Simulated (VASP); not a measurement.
Here is a VASP 6.6.1 calculation.

File INCAR:

```
SYSTEM = CdSe
ALGO = Normal ; EDIFF = 1E-7
ENCUT = 520 ; GGA = RE
ISIF = 2 ; ISMEAR = 1
ISPIN = 2 ; IVDW = 13
LASPH = .TRUE. ; LCHARG = .FALSE.
LORBIT = 11 ; LREAL = .FALSE.
LWAVE = .FALSE. ; MAGMOM = 0.5 -0.5 0 0
NBANDS = 30 ; NELM = 150
PREC = Accurate ; SIGMA = 0.15
```

File KPOINTS:

```
k-points
0
G
  5 5 3
  0 0 0
```

Contents of POSCAR:

```
CdSe
1.0
    4.2694710000      0.0213100000     -0.0126310000
   -2.1162800000      3.7169660000      0.0708560000
   -0.0206200000      0.1216670000      7.0655030000
Cd Se
2 2
Direct
    0.6643592044      0.3303690870      0.5061245535
    0.3328723352      0.6619756512      0.0063173850
    0.6705096082      0.3335736466      0.8788305890
    0.3322588522      0.6740816152      0.3787274725
```

Potentials or basis: VASP PAW PBE potentials, release 64 (Cd, Se).

The run is started by

```bash
$ cat potpaw_PBE.64/Cd/POTCAR potpaw_PBE.64/Se/POTCAR > POTCAR
$ mpirun -np 1 vasp_std > vasp.out
```

What does it give for the dispersion energy per atom?

-0.543 eV.

What does it give for the largest force?

0.024 eV/Å.

Predict the net moment.

0.00 μB per cell.

What does it give for the band gap on the k mesh?

0.74 eV.

Forces on the atoms (eV/Å):
```
Cd   0.000 -0.004 -0.009
Cd   0.010 -0.016 -0.015
Se  -0.009  0.016  0.013
Se  -0.001  0.003  0.012
```

Caveat: the cell differs from its parent crystal (the cell strained at random); the PAW data sets were made with another functional, which shifts forces and pressure a little.
